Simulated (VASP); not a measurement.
Wanted: the native input for a VASP 6.6.1 run.

```yaml
Task: single point
Functional: PBE
Potentials_or_basis: VASP PAW PBE potentials, release 64 (Pb_d, Se)
Cutoff: 520 eV
k_mesh: 4 × 4 × 4
Occupations: gaussian, width 0.1 eV
Spin: no spin polarisation
Dipole_correction: no
Further_INCAR_settings: ALGO = Normal; EDIFF = 1e-06; NBANDS = 28
```

The structure of PbSe lies in POSCAR:

```
PbSe
1.0
    2.7025060300     -2.7042368300      0.0000000000
    2.7025060300      2.7042368300      0.0000000000
    0.0000000000      0.0000000000      5.9684421400
Pb Se
2 2
Direct
    0.7500000000      0.7500000000      0.4123970000
    0.0000000000      0.0000000000      0.0000000000
    0.2500000000      0.2500000000      0.5876030000
    0.5000000000      0.5000000000      0.0000000000
```

The input as run:

INCAR

```
ALGO     = Normal         # electronic algorithm
EDIFF    = 1E-6           # SCF threshold, eV
ENCUT    = 520            # plane-wave cutoff, eV
GGA      = PE             # functional
ISIF     = 2              # what is computed and relaxed
ISMEAR   = 0              # smearing method
LASPH    = T              # aspherical terms in the spheres
LCHARG   = F              # write CHGCAR
LREAL    = F              # projectors in reciprocal space
LWAVE    = F              # write WAVECAR
NBANDS   = 28             # bands
NELM     = 60             # most SCF steps
PREC     = Accurate       # precision mode
SIGMA    = 0.1            # smearing width, eV
```

KPOINTS

```
k-points
0
Gamma
  4 4 4
```

Potentials or basis: VASP PAW PBE potentials, release 64 (Pb_d, Se).

Run with:

```console
$ cat potpaw_PBE.64/Pb_d/POTCAR potpaw_PBE.64/Se/POTCAR > POTCAR
$ mpirun -np 1 vasp_std > vasp.out
```

Results of the run:

```json
{
 "Pressure": "28.8 GPa",
 "Largest force": "2.299 eV/Å",
 "Band gap on the k mesh": "zero (band 20 reaches 9.12 eV, above the bottom of band 21 at 7.53 eV)"
}
```

Caveat: the k points lie up to 0.41 Å⁻¹ apart; spin-orbit coupling is left out, which moves the levels of the heavy elements; forces of over 1 eV/Å act on the atoms, so gaps and moduli don't describe the material at rest.

Wall time 42 s on 1 thread of Intel(R) Xeon(R) Platinum 8259CL CPU @ 2.50GHz (Skylake/Cascade Lake) (shared host), peak memory 0.21 GiB.
